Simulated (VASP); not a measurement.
A run of VASP 6.6.1:

File INCAR:

```
SYSTEM = SiC
ALGO = Normal
EDIFF = 1E-6
ENCUT = 600
GGA = PE
GGA_COMPAT = .FALSE.
ISIF = 2
ISMEAR = 0
IVDW = 12
LASPH = .TRUE.
LCHARG = .FALSE.
LREAL = .FALSE.
LWAVE = .FALSE.
NBANDS = 11
NELM = 120
PREC = Accurate
SIGMA = 0.02
```

The input KPOINTS:

```
k-points
0
G
  10 10 10
  0 0 0
```

POSCAR

```
SiC
1.0
    0.0000000000      2.1959374700      2.1959374700
    2.1959374700      0.0000000000      2.1959374700
    2.1959374700      2.1959374700      0.0000000000
Si C
1 1
Direct
    0.0000000000      0.0000000000      0.0000000000
    0.2500000000      0.2500000000      0.2500000000
```

Potentials or basis: VASP PAW PBE potentials, release 64 (Si, C).

Command:

```console
$ cat potpaw_PBE.64/Si/POTCAR potpaw_PBE.64/C/POTCAR > POTCAR
$ mpirun -np 1 vasp_std > vasp.out
```

Hardware: 1 thread of Intel(R) Xeon(R) Platinum 8259CL CPU @ 2.50GHz (Skylake/Cascade Lake), on a shared host.

Task: How long does it take, and how much memory?

Result: Run time: 12 s on 1 thread of Intel(R) Xeon(R) Platinum 8259CL CPU @ 2.50GHz (Skylake/Cascade Lake) (shared host), peak memory 0.16 GiB. Counts: scf iterations 12, k points 47.
